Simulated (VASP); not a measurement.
Input of a VASP 6.6.1 run:

Contents of INCAR:

```
PREC = Accurate
ENCUT = 520
EDIFF = 1E-6
ISMEAR = -1
SIGMA = 0.05
LREAL = False
LASPH = True
NELM = 60
ALGO = Normal
ISIF = 2
LWAVE = False
LCHARG = False
GGA = PS
IVDW = 12
NBANDS = 10
```

KPOINTS

```
Automatic mesh
0
Gamma
  7 7 7
```

The input POSCAR:

```
K
1.0
   -2.5404434867      2.5404434867      2.5404434867
    2.5404434867     -2.5404434867      2.5404434867
    2.5404434867      2.5404434867     -2.5404434867
K
1
Direct
    0.0000000000      0.0000000000      0.0000000000
```

Potentials or basis: VASP PAW PBE potentials, release 64 (K_sv).

The run is started by

```bash
$ cat potpaw_PBE.64/K_sv/POTCAR > POTCAR
$ mpirun -np 1 vasp_std > vasp.out
```

**Question.** Estimate the dispersion energy per atom.

**Answer.** -0.138 eV.

**Question.** Predict the pressure.

**Answer.** 0.0 GPa.

Caveat: three body term missing; the PAW data sets were made with another functional, which shifts forces and pressure a little; pairwise dispersion overbinds metals, which lowers pressure and volume.
